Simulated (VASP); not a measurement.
Write the native input for VASP 6.6.1 that does the following.

- Task: single point
- Functional: r2SCAN
- Potentials or basis: VASP PAW PBE potentials, release 64 (Sn_d, O)
- Cutoff: 520 eV
- k mesh: 6 × 6 × 8
- Occupations: gaussian, width 0.05 eV
- Spin: no spin polarisation
- Dipole correction: no
- Further INCAR settings: ALGO = Normal; EDIFF = 1e-07; NBANDS = 35

The system is SnO2.

```
Sn O
1.0
     4.69627   -0.04844   -0.20300
    -0.04844    4.92109   -0.14312
    -0.13649   -0.09623    3.26104
Sn O
2 4
Direct
  0.95391 0.02626 0.95414
  0.47632 0.45426 0.49169
  0.35152 0.26812 0.01496
  0.20086 0.85672 0.57388
  0.71226 0.68248 0.05876
  0.80513 0.21216 0.40657
```

This cell differs from its parent crystal: atoms moved at random and the cell strained at random.

One way to write it, as run:

POSCAR

```
SnO2
1.0
    4.6962734473     -0.0484399271     -0.2029980138
   -0.0484399271      4.9210920997     -0.1431175708
   -0.1364871453     -0.0962261075      3.2610434897
Sn O
2 4
Direct
   -0.0460895224      0.0262605410     -0.0458600075
    0.4763196748      0.4542642142      0.4916895249
    0.3515241076      0.2681156873      0.0149601358
    0.2008555815      0.8567193159      0.5738810434
    0.7122607741      0.6824765611      0.0587616469
    0.8051293842      0.2121636805      0.4065676565
```

INCAR.step1

```
PREC = Accurate
ENCUT = 520
ISMEAR = 0
SIGMA = 0.05
LREAL = False
LASPH = True
NELM = 100
NBANDS = 35
GGA = PE
ALGO = Normal
EDIFF = 1E-4
LWAVE = True
LCHARG = False
```

INCAR.step2

```
PREC = Accurate
ENCUT = 520
EDIFF = 1E-7
ISMEAR = 0
SIGMA = 0.05
LREAL = False
LASPH = True
NELM = 100
ALGO = Normal
ISIF = 2
LWAVE = False
LCHARG = False
METAGGA = R2SCAN
LMIXTAU = True
NBANDS = 35
ISTART = 1
```

KPOINTS

```
Automatic mesh
0
Gamma
  6 6 8
```

Potentials or basis: VASP PAW PBE potentials, release 64 (Sn_d, O).

Launch:

```bash
$ cat potpaw_PBE.64/Sn_d/POTCAR potpaw_PBE.64/O/POTCAR > POTCAR
$ cp INCAR.step1 INCAR
$ mpirun -np 1 vasp_std > vasp.out
$ cp INCAR.step2 INCAR
$ mpirun -np 1 vasp_std > vasp.out
```

It gave:

```json
{
 "Pressure": "6.4 GPa",
 "Largest force": "8.480 eV/Å",
 "Band gap on the k mesh": "0.60 eV (least direct gap 0.66 eV)"
}
```

Caveat: the cell differs from its parent crystal (atoms moved at random and the cell strained at random); the stress differs along the axes, from 2 to 11 GPa; semilocal functionals underestimate gaps, and a narrow one can read as zero; the PAW data sets were made with another functional, which shifts forces and pressure a little; spin-orbit coupling is left out, which moves the levels of the heavy elements.

It took 6.9 min on 1 thread of Intel(R) Xeon(R) 6975P-C (Granite Rapids), with other jobs on the host, peak memory 0.4 GiB.
